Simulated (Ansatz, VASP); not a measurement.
One calculation of ZrC, two programs

```
Zr C
1.0
     0.00000    2.54518    2.54518
     2.54518    0.00000    2.54518
     2.54518    2.54518    0.00000
Zr C
1 1
Direct
  0.00000 0.00000 0.00000
  0.25000 0.25000 0.25000
```

Alike in both runs: task electric field gradients; functional PBE; k mesh 11 × 11 × 11; occupations fermi-dirac, width 0.03 eV; no spin polarisation.

|  | VASP | Ansatz |
| --- | --- | --- |
| version | VASP 6.6.1 | Ansatz 0.2.0 |
| potentials or method | VASP PAW PBE potentials, release 64 (Zr_sv, C), cutoff 520 eV | all-electron PAW with datasets made for the crystal, scalar-relativistic |

```tsv
	VASP	Ansatz	Ansatz less VASP
pressure (GPa)	0.1	0.0	-0.11
```

Ansatz ran all-electron here, and VASP with PAW potentials.
